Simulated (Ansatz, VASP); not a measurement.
LiNbO3 in VASP and in Ansatz

```
Li Nb O
1.0
     2.61156    1.50778    4.59827
    -2.61156    1.50778    4.59827
     0.00000   -3.01557    4.59827
Li Nb O
2 2 6
Direct
  0.23822 0.23822 0.23822
  0.73822 0.73822 0.73822
  0.99663 0.99663 0.99663
  0.49663 0.49663 0.49663
  0.13854 0.37779 0.75835
  0.75835 0.13854 0.37779
  0.37779 0.75835 0.13854
  0.87779 0.63854 0.25835
  0.25835 0.87779 0.63854
  0.63854 0.25835 0.87779
```

Change from the starting cell: mode 1 (-212.2 1/cm) frozen in, largest displacement +0.163 Å.

Alike in both runs: task single point; functional PBE; k mesh 6 × 6 × 6; occupations gaussian, width 0.05 eV; no spin polarisation.

```csv
,VASP,Ansatz
version,VASP 6.6.1,Ansatz 0.2.0
potentials or method,"VASP PAW PBE potentials, release 64 (Li_sv, Nb_sv, O), cutoff 520 eV","scalar-relativistic, plane waves, PAW"
valence electrons in the cell,68,68
```

```tsv
	VASP	Ansatz	Ansatz less VASP
gap on the k mesh at the Fermi level (eV)	3.02	3.03	+0.014
least direct gap on the mesh (eV)	3.07	3.09	+0.014
rms of the force components (eV/Å)	0.118	0.122	+0.0040
```

Atom by atom the forces differ by 0.008 eV/Å (rms over components).

Noted on VASP's run: the cutoff is short for stress, so the pressure is rough.
